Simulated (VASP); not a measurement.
# CrGe3 (P6/mmm) in VASP: relaxation of cell and atoms with PBE

Aim: the relaxation of cell and atoms of CrGe3 with PBE.

Everything below comes from runs of VASP 6.6.1. Logs are shortened: lines on timing, memory, paths and dates and some standing lists are left out, and cuts for length are marked.

## Step 1: The cell of the first run

It takes space group P6/mmm (No. 191, hexagonal). Conventional cell: a = 4.339 Å, b = 4.339 Å, c = 4.769 Å, α = 90.00°, β = 90.00°, γ = 120.00°. Within 2.9 Å of Cr (site symmetry 6/mmm) lie 6 Ge at 2.17 Å. Ge (site symmetry mmm) has 2 Cr at 2.17 Å and 4 Ge at 2.17 Å within 2.9 Å.

The cell was generated, and may not be a known phase.

## Step 2: Relaxation of cell and atoms, PBE, collinear spin, ferromagnetic start

Input file INCAR:

```
  ALGO = Normal
  EDIFF = 1E-6
  EDIFFG = -0.04
  ENCUT = 600
  GGA = PE
  IBRION = 2
  ISIF = 3
  ISMEAR = 0
  ISPIN = 2
  LASPH = T
  LCHARG = F
  LMAXMIX = 4
  LORBIT = 11
  LREAL = F
  LWAVE = F
  MAGMOM = 3 0 0 0
  NELM = 150
  NSW = 90
  PREC = Accurate
  SIGMA = 0.1
```

Input file KPOINTS:

```
k-points
0
Gamma
  6 6 4
```

Input file POSCAR:

```
CrGe3
1.0
    4.3389496400      0.0000000000      0.0000000000
   -2.1694748200      3.7576406200      0.0000000000
    0.0000000000      0.0000000000      4.7690384000
Cr Ge
1 3
Direct
    0.0000000000      0.0000000000      0.5000000000
    0.5000000000      0.0000000000      0.5000000000
    0.0000000000      0.5000000000      0.5000000000
    0.5000000000      0.5000000000      0.5000000000
```

Potentials or basis: VASP PAW PBE potentials, release 64 (Cr_pv, Ge_d).

Run with:

```sh
> cat potpaw_PBE.64/Cr_pv/POTCAR potpaw_PBE.64/Ge_d/POTCAR > POTCAR
> mpirun -np 1 vasp_std > vasp.out
```

OUTCAR:

```text
EDIFF = 1E-6
   EDIFFG = -0.04
   ENCUT = 600
   GGA = PE
   IBRION = 2
   ISIF = 3
   ISMEAR = 0
   ISPIN = 2
   LASPH = T
   LORBIT = 11
   LREAL = F
   NELM = 150
   NSW = 90
   PREC = Accurate

 ion  position               nearest neighbor table
   1  0.000  0.000  0.500-   2 2.17   2 2.17   4 2.17   3 2.17   3 2.17   4 2.17
   2  0.500  0.000  0.500-   1 2.17   1 2.17   4 2.17   4 2.17   3 2.17   3 2.17
   3  0.000  0.500  0.500-   4 2.17   4 2.17   1 2.17   1 2.17   2 2.17   2 2.17
   4  0.500  0.500  0.500-   3 2.17   3 2.17   1 2.17   2 2.17   2 2.17   1 2.17

  LATTYP: Found a hexagonal cell.
 ALAT       =     4.3389496400
 C/A-ratio  =     1.0991227822

  Lattice vectors:

 A1 = (   4.3389496400,   0.0000000000,   0.0000000000)
 A2 = (  -2.1694748200,   3.7576406200,   0.0000000000)
 A3 = (   0.0000000000,   0.0000000000,   4.7690384000)

Analysis of symmetry for initial positions (statically):
=====================================================================
 Subroutine PRICEL returns:
 Original cell was already a primitive cell.

 Routine SETGRP: Setting up the symmetry group for a
 hexagonal supercell.

 Subroutine GETGRP returns: Found 24 space group operations
 (whereof 24 operations were pure point group operations)
 out of a pool of 24 trial point group operations.

The static configuration has the point symmetry D_6h.

Analysis of symmetry for dynamics (positions and initial velocities):
=====================================================================
 Subroutine PRICEL returns:
 Original cell was already a primitive cell.

 Routine SETGRP: Setting up the symmetry group for a
 hexagonal supercell.

 Subroutine GETGRP returns: Found 24 space group operations
 (whereof 24 operations were pure point group operations)
 out of a pool of 24 trial point group operations.

The dynamic configuration has the point symmetry D_6h.

Analysis of structural, dynamic, and magnetic symmetry:
=====================================================================
 Subroutine PRICEL returns:
 Original cell was already a primitive cell.

 Routine SETGRP: Setting up the symmetry group for a
 hexagonal supercell.

 Subroutine GETGRP returns: Found 24 space group operations
 (whereof 24 operations were pure point group operations)
 out of a pool of 24 trial point group operations.

The overall configuration has the point symmetry D_6h.

 Subroutine INISYM returns: Found 24 space group operations
 (whereof 24 operations are pure point group operations),
 and found     1 'primitive' translations

----------------------------------------------------------------------------------------

                                     Primitive cell

  volume of cell :      77.7554

  direct lattice vectors                    reciprocal lattice vectors
     4.338949640  0.000000000  0.000000000     0.230470525  0.133062219  0.000000000
    -2.169474820  3.757640620  0.000000000     0.000000000  0.266124438  0.000000000
     0.000000000  0.000000000  4.769038400     0.000000000  0.000000000  0.209685877

  length of vectors
     4.338949640  4.338949645  4.769038400     0.266124439  0.266124438  0.209685877

  position of ions in fractional coordinates (direct lattice)
     0.000000000  0.000000000  0.500000000
     0.500000000  0.000000000  0.500000000
     1.000000000  0.500000000  0.500000000
     0.500000000  0.500000000  0.500000000

  ion indices of the primitive-cell ions
   primitive index   ion index
                 1           1
                 2           2
                 3           3
                 4           4

----------------------------------------------------------------------------------------

 KPOINTS: k-points

Automatic generation of k-mesh.
 Grid dimensions read from file:
 generate k-points for:    6    6    4

 Generating k-lattice:

  Cartesian coordinates                     Fractional coordinates (reciprocal lattice)
     0.038411754  0.022177037  0.000000000     0.166666667  0.000000000  0.000000000
     0.000000000  0.044354073  0.000000000     0.000000000  0.166666667  0.000000000
     0.000000000  0.000000000  0.052421469     0.000000000  0.000000000  0.250000000

  Length of vectors
     0.044354073  0.044354073  0.052421469

  Shift w.r.t. Gamma in fractional coordinates (k-lattice)
     0.000000000  0.000000000  0.000000000

 Subroutine IBZKPT returns following result:
 ===========================================

 Found     21 irreducible k-points:

 Following reciprocal coordinates:
            Coordinates               Weight
  0.000000  0.000000  0.000000      1.000000
  0.166667  0.000000  0.000000      6.000000
  0.333333  0.000000  0.000000      6.000000
  0.500000  0.000000  0.000000      3.000000
  0.166667  0.166667  0.000000      6.000000
  0.333333  0.166667  0.000000     12.000000
[... 13 lines left out ...]
  0.333333  0.166667  0.500000     12.000000
  0.333333  0.333333  0.500000      2.000000
   k-points           NKPTS =     21   k-points in BZ     NKDIM =     21   number of bands    NBANDS=     34
   number of dos      NEDOS =    301   number of ions     NIONS =      4
   total plane-waves  NPLWV =  51840
   dimension x,y,z NGX =    36 NGY =   36 NGZ =   40
   dimension x,y,z NGXF=    72 NGYF=   72 NGZF=   80
   ions per type =               1   3
   NGX,Y,Z   is equivalent  to a cutoff of  13.79, 13.79, 13.94 a.u.
   NGXF,Y,Z  is equivalent  to a cutoff of  27.59, 27.59, 27.89 a.u.
 SYSTEM =  unknown system
   PREC   = accura    normal or accurate (medium, high low for compatibility)
   ISTART =      0    job   : 0-new  1-cont  2-samecut
   ICHARG =      2    charge: 1-file 2-atom 10-const
   ISPIN  =      2    spin polarized calculation?
   LNONCOLLINEAR =      F non collinear calculations
   LSORBIT =      F    spin-orbit coupling
   LASPH  =      T    aspherical Exc in radial PAW
   ENCUT  =  600.0 eV  44.10 Ry    6.64 a.u.   8.67  8.67  9.52*2*pi/ulx,y,z
   NELM   =    150;   NELMIN=  2; NELMDL= -5     # of ELM steps
   EDIFF  = 0.1E-05   stopping-criterion for ELM
   LREAL  =      F    real-space projection
   EDIFFG = -.4E-01   stopping-criterion for IOM
   NSW    =     90    number of steps for IOM
   IBRION =      2    ionic relax: 0-MD 1-quasi-New 2-CG
   NFREE  =      1    steps in history (QN), initial steepest desc. (CG)
   ISIF   =      3    stress and relaxation
   ISYM   =      2    0-nonsym 1-usesym 2-fastsym
   POTIM  = 0.5000    time-step for ionic-motion
   TEBEG  =    0.0;   TEEND  =   0.0 temperature during run
   PSTRESS=    0.0 pullay stress
   NELECT =      54.0000    total number of electrons
   NUPDOWN=      -1.0000    fix difference up-down
   EMIN   =  10.00;   EMAX   =-10.00  energy-range for DOS
   EFERMI =   0.00;   METHOD = LEGACY
   ISMEAR =     0;   SIGMA  =   0.10  broadening in eV -4-tet -1-fermi 0-gaus
   EFERMI_NEDOS =   21; number of points for ismear=-14 and -15
   IALGO  =     38    algorithm
   IMIX   =      4    mixing-type and parameters
     AMIX     =   0.40;   BMIX     =  1.00
     AMIX_MAG =   1.60;   BMIX_MAG =  1.00
  volume/ion in A,a.u.               =      19.44       131.18
  Fermi-wavevector in a.u.,A,eV,Ry     =   1.449759  2.739648 28.596747  2.101802
  Thomas-Fermi vector in A             =   2.567449
   LORBIT       =     11    0 simple, 1 ext, 2 COOP (PROOUT), +10 PAW based schemes
   GGA     = PE    functional components
   LHFCALC =     F    Hartree Fock is set to
   AEXX    =    0.0000 exact exchange contribution
   IVDW    =     0    specifies the selected vdW correction
   LEPSILON=     F    determine dielectric tensor
   LRPA    =     F    only Hartree local field effects (RPA)
 conjugate gradient relaxation of ions
 spin polarized calculation
 Gauss-broadening in eV      SIGMA  =   0.10
  energy-cutoff  :      600.00
  volume of cell :       77.76
 maximum number of plane-waves:      2608
 NGX is ok and might be reduce to    36
   NGX = 17   NGY = 17   NGZ = 19

--------------------------------------- Ionic step        1  -------------------------------------------

 number of electron      54.0000002 magnetization       1.3650622

 Free energy of the ion-electron system (eV)
  ---------------------------------------------------
  ext. energy  EPLUGINS =         0.00000000
  ---------------------------------------------------
  free energy    TOTEN  =       -13.68639363 eV

  energy without entropy =      -13.66819549  energy(sigma->0) =      -13.67729456

 E-fermi :   5.6520     XC(G=0):  -9.9037

 val. band max:        5.6432082090   @ k =   0.3333   0.1667   0.2500
 cond. band min:       5.6605069993   @ k =   0.3333   0.1667   0.5000
 fundamental gap:      0.0172987903
 Fermi energy:         5.6519710820
[... 1596 lines left out ...]
 number of electron      54.0000159 magnetization       2.4075398

 number of electron      54.0000141 magnetization      -5.3637786

------------------------ aborting loop EDIFF was not reached (unconverged)  ----------------------------

  FORCE on cell =-STRESS in cart. coord.  units (eV):
  Direction    XX          YY          ZZ          XY          YZ          ZX
  --------------------------------------------------------------------------------------
  -------------------------------------------------------------------------------------
  Total       -0.7727559     -0.7727560     23.7904806     -0.0000000      0.0000000      0.0000000
  in kB       -6.4851749     -6.4851749    199.6560856     -0.0000000      0.0000000      0.0000000
  external PRESSURE =      62.2285786 kB  Pullay stress =       0.0000000 kB
[... 1626 lines left out ...]
     33       7.9611      0.00000
     34       9.0565      0.00000

[... ionic steps 4 to 24 ...]

--------------------------------------- Ionic step       25  -------------------------------------------

 number of electron      54.0000088 magnetization      -0.0021363

------------------------ aborting loop because EDIFF is reached ----------------------------------------
[... 73 lines left out ...]
--------------------------------------- Ionic step       27  -------------------------------------------

 number of electron      54.0000086 magnetization       0.0005571

 Free energy of the ion-electron system (eV)
  ---------------------------------------------------
  ext. energy  EPLUGINS =         0.00000000
  ---------------------------------------------------
  free energy    TOTEN  =       -20.69555641 eV

  energy without entropy =      -20.67306104  energy(sigma->0) =      -20.68430873

 E-fermi :   7.7315     XC(G=0): -11.7962

 val. band max:        7.7200205414   @ k =   0.1667   0.0000   0.0000
 cond. band min:       7.7540466608   @ k =   0.1667   0.0000   0.2500
 fundamental gap:      0.0340261194
 Fermi energy:         7.7315253000
[... 1588 lines left out ...]
  FREE ENERGIE OF THE ION-ELECTRON SYSTEM (eV)
  ---------------------------------------------------
  free  energy   TOTEN  =       -20.6955564089 eV

  energy  without entropy=      -20.6730610433  energy(sigma->0) =      -20.68430873

 reached required accuracy - stopping structural energy minimisation

 total charge

# of ion       s       p       d       tot
------------------------------------------
    1        0.291   6.180   4.205  10.676
    2        1.190   1.116  10.044  12.350
    3        1.190   1.116  10.044  12.350
    4        1.190   1.116  10.044  12.350
--------------------------------------------------
tot          3.862   9.527  34.336  47.725

 magnetization (x)

# of ion       s       p       d       tot
------------------------------------------
    1        0.000  -0.000   0.001   0.001
    2        0.000  -0.000   0.000  -0.000
    3        0.000  -0.000   0.000  -0.000
    4        0.000  -0.000   0.000  -0.000
--------------------------------------------------
tot          0.000  -0.000   0.001   0.001
```

Run time: 35 min. Hardware: 1 thread of Intel Xeon 6975P-C (Granite Rapids), shared host; peak memory 0.36 GiB.

What came out:

```
Free energy                                           : -20.6956 eV
Relaxed volume                                        : 16.65 Å³/atom
Relaxed cell                                          : a = 5.441 Å, b = 5.441 Å, c = 2.598 Å, α = 90.00°, β = 90.00°, γ = 120.00°
Space group after relaxing (to 0.1 Å)                 : P6/mmm (No. 191)
Energy gained by relaxing                             : 1752.3 meV/atom
Ionic steps                                           : 27
Pressure after relaxing                               : 0.1 GPa
Band gap on the k mesh                                : zero (filled and empty bands overlap)
Net moment                                            : 0.00 μB per cell
Valence electrons inside the program's atomic spheres : Cr 10.68; Ge 12.35
```

Step by step:
```csv
step,energy change (eV),largest force (eV/Å),pressure (GPa),volume (Å³)
1,0.0000,0.0000,64.74,77.76
2,-2.1599,0.0000,6.22,190.91
3,-2.0856,0.0000,-10.16,188.40
4,-4.5808,0.0000,-7.51,155.12
5,-6.4414,0.0000,-0.13,115.14
6,-6.4408,0.0000,-0.54,115.96
7,-6.4449,0.0000,-0.16,114.52
8,-6.4466,0.0000,0.15,113.29
9,-6.4497,0.0000,0.14,112.78
10,-6.4553,0.0000,0.15,111.95
11,-6.4681,0.0000,0.08,110.29
12,-6.4982,0.0000,-0.05,106.96
13,-6.5623,0.0000,-0.95,100.22
14,-6.9427,0.0000,-1.38,86.52
15,-6.3397,0.0000,25.46,58.17
16,-6.4064,0.0000,-6.92,80.50
17,-6.9268,0.0000,-2.70,69.43
18,-6.9661,0.0000,4.91,63.82
19,-6.9862,0.0000,-0.05,66.91
20,-6.9955,0.0000,2.10,65.37
21,-6.8378,0.0000,-7.44,73.35
22,-7.0069,0.0000,-0.39,66.93
23,-7.0069,0.0000,-0.34,66.84
24,-7.0068,0.0000,-0.09,66.72
25,-7.0069,0.0000,-0.11,66.80
26,-7.0082,0.0000,0.31,66.50
27,-7.0092,0.0000,0.12,66.62
```

Final structure:
```
CELL_PARAMETERS angstrom
5.44144 0.00000 0.00000
-2.72072 4.71242 0.00000
0.00000 0.00000 2.59789
ATOMIC_POSITIONS crystal
Cr 0.00000 0.00000 0.50000
Ge 0.50000 0.00000 0.50000
Ge 0.00000 0.50000 0.50000
Ge 0.50000 0.50000 0.50000
```

Levels at points of the mesh, in eV from the Fermi level:
Spin up:
```tsv
k point	band 25	band 26	band 27	band 28	band 29	band 30
(0.00, 0.00, 0.00)	-2.05	0.15	0.15	0.34	1.22	1.22
(0.50, 0.00, 0.00)	-1.01	-0.89	-0.14	0.38	1.18	1.21
(0.00, 0.00, 0.50)	-2.01	-1.42	-1.42	-0.94	-0.94	1.05
(0.50, 0.00, 0.50)	-2.72	-1.00	-0.36	-0.27	0.48	1.97
```
Spin down:
```csv
k point,band 24,band 25,band 26,band 27,band 28,band 29,band 30,band 31
"(0.00, 0.00, 0.00)",-4.61,-2.05,0.15,0.15,0.34,1.22,1.22,5.06
"(0.50, 0.00, 0.00)",-1.76,-1.01,-0.89,-0.14,0.38,1.18,1.21,2.55
"(0.00, 0.00, 0.50)",-2.01,-2.01,-1.42,-1.42,-0.94,-0.94,1.05,1.05
"(0.50, 0.00, 0.50)",-2.85,-2.72,-1.00,-0.36,-0.27,0.48,1.97,2.37
```

Caveat: the moments typed at the start vanished in this run; a cell axis changed by over 15 % at a fixed basis, so the end point is rough.

The gap in the log of VASP goes by the Fermi energy; the results here count the filled bands.